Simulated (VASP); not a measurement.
# PbS: single point with PBE

The system is PbS.

```
Pb S
1.0
     0.00000    2.85381    2.85381
     2.96500   -0.11119    2.96500
     2.96500    2.96500   -0.11119
Pb S
1 1
Direct
  0.00000 0.00000 0.00000
  0.50000 0.50000 0.50000
```

This cell differs from its parent crystal: strain -0.0750 x Voigt [0, 0, 0, 1, 0, 0].

```
Program             : VASP 6.6.1
Task                : single point
Functional          : PBE
Potentials or basis : VASP PAW PBE potentials, release 64 (Pb_d, S)
Cutoff              : 520 eV
k mesh              : 10 × 10 × 10
Occupations         : gaussian, width 0.03 eV
Spin                : no spin polarisation
```

- Pressure: 2.2 GPa
- Band gap on the k mesh: zero (band 10 reaches 5.98 eV, above the bottom of band 11 at 5.96 eV)

Stress tensor (GPa, compression positive):
```
2.07 0.00 0.00
0.00 2.21 1.43
0.00 1.43 2.21
```

Levels at points of the mesh, in eV from the Fermi level:
| k point | band 6 | band 7 | band 8 | band 9 | band 10 | band 11 | band 12 | band 13 | band 14 | band 15 |
| --- | --- | --- | --- | --- | --- | --- | --- | --- | --- | --- |
| (0.00, 0.00, 0.00) | -13.73 | -6.20 | -2.56 | -2.32 | -2.01 | 5.04 | 5.11 | 5.16 | 6.13 | 6.64 |
| (0.50, 0.00, 0.00) | -12.43 | -8.84 | -2.06 | -1.94 | -0.28 | -0.01 | 1.54 | 1.77 | 8.56 | 9.73 |
| (0.00, 0.50, 0.00) | -12.53 | -9.12 | -1.90 | -1.72 | 0.01 | 0.38 | 1.97 | 2.20 | 8.52 | 9.10 |
| (0.50, 0.50, 0.00) | -12.05 | -7.32 | -5.33 | -3.57 | -3.56 | 3.74 | 4.98 | 5.57 | 5.89 | 10.80 |
| (0.00, 0.50, 0.50) | -12.05 | -7.37 | -5.33 | -3.91 | -3.19 | 3.80 | 5.44 | 5.57 | 5.62 | 11.10 |

It took 3 min on 1 thread of Intel Xeon 8259CL, on a shared host, peak memory 0.29 GiB.

Caveat: the cell differs from its parent crystal (strain -0.0750 x Voigt [0, 0, 0, 1, 0, 0]); spin-orbit coupling is left out, which moves the levels of the heavy elements.
